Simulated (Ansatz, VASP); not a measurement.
## CsBe3Ag: VASP beside Ansatz

```
Cs Be Ag
1.0
     4.33440    0.00000    0.00000
     0.00000    4.33440    0.00000
     0.00000    0.00000    4.33440
Cs Be Ag
1 3 1
Direct
  0.50000 0.50000 0.50000
  0.00000 0.50000 0.50000
  0.50000 0.00000 0.50000
  0.50000 0.50000 0.00000
  0.00000 0.00000 0.00000
```

Change from the starting cell: species swapped into the AlCo3C type (Pm-3m, No. 221).

Alike in both runs: task single point; functional PBE; k mesh 4 × 4 × 4; occupations gaussian, width 0.1 eV; no spin polarisation.

|  | VASP | Ansatz |
| --- | --- | --- |
| version | VASP 6.6.1 | Ansatz 0.2.0 |
| potentials or method | VASP PAW PBE potentials, release 64 (Cs_sv, Be, Ag), cutoff 520 eV | scalar-relativistic, plane waves, PAW |
| valence electrons in the cell | 26 | 34 |

```csv
,VASP,Ansatz,Ansatz less VASP
gap on the k mesh at the Fermi level (eV),none,none,-
pressure (GPa),23.0,22.1,-0.84
```

A gap of «none» marks a metal or a gap that the smearing closes. The functional is the same, so the differences come from potentials, cutoffs and numerics. VASP's potentials hold 26 valence electrons a cell and Ansatz's 34, so a difference there can come from the potentials and not from the codes.

The k mesh is coarse, so the values compare programs but aren't converged. Spin-orbit coupling is off throughout.
